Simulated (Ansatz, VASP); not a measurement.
## One calculation of Si3N4, two programs

File POSCAR:

```
Si3N4
1.0
    7.6817206964      0.0000000000      0.0000000000
   -3.8408603482      6.6525652678      0.0000000000
    0.0000000000      0.0000000000      2.9347029311
Si N
6 8
Direct
    0.2290856309      0.8231467635      0.7500000000
    0.4059388673      0.2290856309      0.2500000000
    0.8231467635      0.5940611327      0.2500000000
    0.1768532365      0.4059388673      0.7500000000
    0.5940611327      0.7709143691      0.7500000000
    0.7709143691      0.1768532365      0.2500000000
    0.3333333333      0.6666666667      0.7500000000
    0.6666666667      0.3333333333      0.2500000000
    0.9672689062      0.6693634603      0.7500000000
    0.2979054458      0.9672689062      0.2500000000
    0.6693634603      0.7020945542      0.2500000000
    0.3306365397      0.2979054458      0.7500000000
    0.0327310938      0.3306365397      0.2500000000
    0.7020945542      0.0327310938      0.7500000000
```

File INCAR.step1:

```
  ALGO = Normal
  EDIFF = 1E-4
  ENCUT = 520
  GGA = PE
  ISMEAR = 0
  LASPH = True
  LCHARG = False
  LREAL = False
  LWAVE = True
  NBANDS = 45
  NELM = 80
  PREC = Accurate
  SIGMA = 0.01
```

The input INCAR.step2:

```
  ALGO = Normal
  EDIFF = 1E-6
  ENCUT = 520
  ISIF = 2
  ISMEAR = 0
  ISTART = 1
  LASPH = True
  LCHARG = False
  LMIXTAU = True
  LREAL = False
  LWAVE = False
  METAGGA = R2SCAN
  NBANDS = 45
  NELM = 80
  PREC = Accurate
  SIGMA = 0.01
```

KPOINTS

```
k-points
0
Gamma
  6 6 8
```

Input for Ansatz:

```yaml
crystal:
  lattice:
    - [7.6817206964, 0.0, 0.0]
    - [-3.8408603482, 6.6525652678, 0.0]
    - [0.0, 0.0, 2.9347029311]
  atoms:
    - { symbol: Si, position: [0.2290856309, 0.8231467635, 0.75] }
    - { symbol: Si, position: [0.4059388673, 0.2290856309, 0.25] }
    - { symbol: Si, position: [0.8231467635, 0.5940611327, 0.25] }
    - { symbol: Si, position: [0.1768532365, 0.4059388673, 0.75] }
    - { symbol: Si, position: [0.5940611327, 0.7709143691, 0.75] }
    - { symbol: Si, position: [0.7709143691, 0.1768532365, 0.25] }
    - { symbol: "N", position: [0.3333333333, 0.6666666667, 0.75] }
    - { symbol: "N", position: [0.6666666667, 0.3333333333, 0.25] }
    - { symbol: "N", position: [0.9672689062, 0.6693634603, 0.75] }
    - { symbol: "N", position: [0.2979054458, 0.9672689062, 0.25] }
    - { symbol: "N", position: [0.6693634603, 0.7020945542, 0.25] }
    - { symbol: "N", position: [0.3306365397, 0.2979054458, 0.75] }
    - { symbol: "N", position: [0.0327310938, 0.3306365397, 0.25] }
    - { symbol: "N", position: [0.7020945542, 0.0327310938, 0.75] }
kpoints:
  mp_grid: { grid: [6, 6, 8] }
  band_path:
    path:
      - [0.0, 0.0, 0.0]
      - [0.5, 0.0, 0.0]
      - [0.3333333333, 0.3333333333, 0.0]
      - [0.0, 0.0, 0.5]
      - [0.5, 0.0, 0.5]
      - [0.3333333333, 0.3333333333, 0.5]
      - [0.0, 0.0, 0.171875]
    npoints: 1
hamiltonian:
  xc: r2scan
scf:
  occupations: { method: fixed }
  n_extra_bands: 7
output:
  forces: true
  stress: true
  eigenvalues: true
```

Change from the starting cell: hydrostatic strain +1.0%.

Alike in both runs: task single point; functional r2SCAN; k mesh 6 × 6 × 8; no spin polarisation.

|  | VASP | Ansatz |
| --- | --- | --- |
| version | VASP 6.6.1 | Ansatz 0.2.0 |
| potentials or method | VASP PAW PBE potentials, release 64 (Si, N) | plane waves, PAW |
| plane-wave cutoff (eV) | 520 | 500 |
| occupations | gaussian, width 0.01 eV | fixed |
| valence electrons in the cell | 64 | 64 |

```tsv
	VASP	Ansatz	Ansatz less VASP
gap on the k mesh at the Fermi level (eV)	4.88	4.88	+0.007
pressure (GPa)	-7.3	-7.2	+0.16
traceless stress, the component that is largest in VASP (GPa)	-0.32	-0.29	+0.030
```

VASP's potentials were made for PBE, not for r2SCAN.
